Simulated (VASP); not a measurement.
Wanted: the native input for a VASP 6.6.1 run.

| Item | Value |
| --- | --- |
| Task | single point |
| Functional | PBEsol |
| Potentials or basis | VASP PAW PBE potentials, release 64 (Si, Zr_sv, H) |
| Cutoff | 520 eV |
| k mesh | 8 × 8 × 1 |
| Occupations | gaussian, width 0.1 eV |
| Spin | no spin polarisation |
| Dipole correction | yes |
| Further INCAR settings | ALGO = Normal; EDIFF = 1e-07; NBANDS = 52 |

The structure of Zr4Si8H lies in POSCAR:

```
Zr4Si8H
1.0
    3.6567655750      0.0000000000      0.0000000000
    0.0000000000      3.6742585520      0.0000000000
    0.0000000000      0.0000000000     31.4530958601
Si Zr H
8 4 1
Direct
    0.2500000000      0.5000000000      0.2702436682
    0.7500000000      0.0000000000      0.2704583514
    0.2500000000      0.0000000000      0.3611375859
    0.7500000000      0.0000000000      0.4111138191
    0.2500000000      0.0000000000      0.5024279006
    0.7500000000      0.5000000000      0.5023556793
    0.2500000000      0.5000000000      0.5953667887
    0.7500000000      0.5000000000      0.6480932133
    0.7500000000      0.5000000000      0.3376312043
    0.2500000000      0.5000000000      0.4346202008
    0.7500000000      0.0000000000      0.5691137127
    0.2500000000      0.0000000000      0.6619846606
    0.2500000000      0.0000000000      0.7211563587
```

The input as run:

INCAR

```
PREC = Accurate
ENCUT = 520
EDIFF = 1E-7
ISMEAR = 0
SIGMA = 0.1
LREAL = F
LASPH = T
NELM = 80
ALGO = Normal
ISIF = 2
LWAVE = F
LCHARG = T
LDIPOL = T
IDIPOL = 3
DIPOL = 0.5 0.5 0.484
GGA = PS
LELF = T
LVHAR = T
LVACPOTAV = T
NBANDS = 52
```

KPOINTS

```
regular mesh
0
Gamma
  8 8 1
```

Potentials or basis: VASP PAW PBE potentials, release 64 (Si, Zr_sv, H).

Run with:

```sh
$ cat potpaw_PBE.64/Si/POTCAR potpaw_PBE.64/Zr_sv/POTCAR potpaw_PBE.64/H/POTCAR > POTCAR
$ mpirun -np 1 vasp_std > vasp.out
```

It gave:

```json
{
  "Largest force": "1.292 eV/Å",
  "Band gap on the k mesh": "zero (an odd number of electrons rules out a gap without spin polarisation)"
}
```

Caveat: the PAW data sets were made with another functional, which shifts forces and pressure a little; an odd number of electrons without spin polarisation forces a metal; a magnetic or distorted state may lie lower.

It took 33 min on 1 thread of Intel(R) Xeon(R) Platinum 8259CL CPU @ 2.50GHz (Skylake/Cascade Lake), with other jobs on the host, peak memory 0.7 GiB.
